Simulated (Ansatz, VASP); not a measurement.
Hf in VASP and in Ansatz

```
Hf
1.0
     3.19670    0.00000    0.00000
    -1.59835    2.76842    0.00000
     0.00000    0.00000    5.05780
Hf
2
Direct
  0.22866 0.59004 0.13137
  0.66667 0.33333 0.75000
```

Alike in both runs: task single point; functional PBEsol; k mesh 18 × 18 × 10; occupations gaussian, width 0.15 eV; no spin polarisation.

|  | VASP | Ansatz |
| --- | --- | --- |
| version | VASP 6.6.1 | Ansatz 0.2.0 |
| potentials or method | VASP PAW PBE potentials, release 64 (Hf_pv), cutoff 520 eV | scalar-relativistic, plane waves, PAW |
| valence electrons in the cell | 20 | 52 |

Ansatz gave:

```
gap on the k mesh at the Fermi level (eV)                     : none
pressure (GPa)                                                : 10.5
traceless stress, the component that is largest in VASP (GPa) : 11.49
rms of the force components (eV/Å)                            : 3.135
```

Task: Estimate VASP's values.

Result: gap on the k mesh at the Fermi level (eV): none; pressure (GPa): 10.1; traceless stress, the component that is largest in VASP (GPa): 11.50; rms of the force components (eV/Å): 3.092.

VASP's potentials were made for PBE, not for PBEsol. Atom by atom the forces differ by 0.042 eV/Å (rms over components). A gap of «none» marks a metal or a gap that the smearing closes. The functional is the same, so the differences come from potentials, cutoffs and numerics. VASP's potentials hold 20 valence electrons a cell and Ansatz's 52, so a difference there can come from the potentials and not from the codes.

Neither program's run includes spin-orbit coupling.
